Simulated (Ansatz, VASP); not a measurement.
## One calculation of Ta2N, two programs

```
Ta N
1.0
     5.10617    0.00000    0.00000
    -2.55309    4.42208    0.00000
     0.00000    0.00000    4.83891
Ta N
6 3
Direct
  0.66680 0.66680 0.75279
  0.00000 0.33320 0.75279
  0.33320 0.00000 0.75279
  0.33320 0.33320 0.24721
  0.00000 0.66680 0.24721
  0.66680 0.00000 0.24721
  0.66667 0.33333 0.50000
  0.33333 0.66667 0.50000
  0.00000 0.00000 0.00000
```

Change from the starting cell: strain -0.030 along x and y, -0.015 along z, atoms carried along.

Alike in both runs: task single point; functional PBEsol; k mesh 12 × 12 × 8; occupations gaussian, width 0.15 eV; no spin polarisation.

|  | VASP | Ansatz |
| --- | --- | --- |
| version | VASP 6.6.1 | Ansatz 0.2.0 |
| potentials or method | VASP PAW PBE potentials, release 64 (Ta_pv, N), cutoff 520 eV | scalar-relativistic, plane waves, PAW |
| valence electrons in the cell | 81 | 93 |

|  | VASP | Ansatz | Ansatz less VASP |
| --- | --- | --- | --- |
| gap on the k mesh at the Fermi level (eV) | none | none | - |
| pressure (GPa) | 28.0 | 27.1 | -0.94 |
| traceless stress, the component that is largest in VASP (GPa) | -2.75 | -2.73 | +0.022 |
| rms of the force components (eV/Å) | 0.102 | 0.092 | -0.0099 |

VASP's potentials were made for PBE, not for PBEsol. Atom by atom the forces differ by 0.010 eV/Å (rms over components). A gap of «none» marks a metal or a gap that the smearing closes. VASP's potentials hold 81 valence electrons a cell and Ansatz's 93, so a difference there can come from the potentials and not from the codes.

Spin-orbit coupling is off throughout.
